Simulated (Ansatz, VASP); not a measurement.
# Two plane-wave programs on Sr

File INCAR:

```
SYSTEM = Sr
ALGO = Normal ; EDIFF = 1E-6
ENCUT = 520 ; GGA = PS
ISIF = 2 ; ISMEAR = -1
LASPH = .True. ; LCHARG = .False.
LREAL = .False. ; LWAVE = .False.
NBANDS = 11 ; NELM = 60
PREC = Accurate ; SIGMA = 0.1
```

File KPOINTS:

```
k-points
0
Gamma
  11 11 11
  0 0 0
```

The input POSCAR:

```
Sr
1.0
   -2.4313031760      2.4313031760      2.4313031760
    2.4313031760     -2.4313031760      2.4313031760
    2.4313031760      2.4313031760     -2.4313031760
Sr
1
Direct
    0.0000000000      0.0000000000      0.0000000000
```

Input for Ansatz:

```yaml
crystal:
  lattice:
    - [-2.431303176, 2.431303176, 2.431303176]
    - [2.431303176, -2.431303176, 2.431303176]
    - [2.431303176, 2.431303176, -2.431303176]
  atoms:
    - { symbol: Sr, position: [0.0, 0.0, 0.0] }
hamiltonian:
  xc: pbesol
  pseudopotentials:
    kind: paw
    azcp:
      Sr: "pseudopotentials/Sr.paw.azcp"
basis:
  ecutwfc: 420
  fft_grid_basis: typed
kpoints:
  mp_grid: { grid: [11, 11, 11], shift: [0, 0, 0] }
magnetization:
  spin_polarized: false
scf:
  occupations: { method: fermi_dirac, width: 0.1 }
  lower_state_search: "off"
output:
  stress: true
  write_density: true
  write_potential: true
  elf: true
  volumetric_format: npy
```

Alike in both runs: task single point; functional PBEsol; k mesh 11 × 11 × 11; occupations fermi-dirac, width 0.1 eV; no spin polarisation.

|  | VASP | Ansatz |
| --- | --- | --- |
| version | VASP 6.6.1 | Ansatz 0.2.0 |
| potentials or method | VASP PAW PBE potentials, release 64 (Sr_sv), cutoff 520 eV | plane waves (420 eV) with PAW, scalar-relativistic |
| valence electrons in the cell | 10 | 10 |

```tsv
	VASP	Ansatz	Ansatz less VASP
pressure (GPa)	-1.1	-1.1	-0.01
```

VASP's potentials were made for PBE, not for PBEsol, and Ansatz warns of the same on its side.
